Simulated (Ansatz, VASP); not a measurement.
CoW3 in VASP and in Ansatz

```
CELL_PARAMETERS angstrom
0.00000 3.10639 3.10639
3.10639 0.00000 3.10639
3.10639 3.10639 0.00000
ATOMIC_POSITIONS crystal
W 0.25000 0.25000 0.25000
W 0.75000 0.75000 0.75000
W 0.50000 0.50000 0.50000
Co 0.00000 0.00000 0.00000
```

Alike in both runs: task single point; functional r2SCAN; k mesh 12 × 12 × 12; occupations gaussian, width 0.1 eV; collinear spin.

```csv
,VASP,Ansatz
version,VASP 6.6.1,Ansatz 0.2.0
potentials or method,"VASP PAW PBE potentials, release 64 (W_sv, Co), cutoff 520 eV","scalar-relativistic, plane waves, PAW"
valence electrons in the cell,51,59
```

|  | VASP | Ansatz | Ansatz less VASP |
| --- | --- | --- | --- |
| gap on the k mesh at the Fermi level (eV) | none | none | - |
| pressure (GPa) | -1.1 | -2.1 | -0.95 |
| net moment per atom (μB) | 0.60 | 0.60 | +0.003 |
| size of the moment on the site where the two differ most (μB) | 1.78 | 1.81 | +0.032 |

VASP's potentials were made for PBE, not for r2SCAN. Site moments also hang on the region over which each program counts them. A gap of «none» marks a metal or a gap that the smearing closes. VASP's potentials hold 51 valence electrons a cell and Ansatz's 59, so a difference there can come from the potentials and not from the codes. Ansatz's warnings: stability check not made.

Spin-orbit coupling is off throughout.
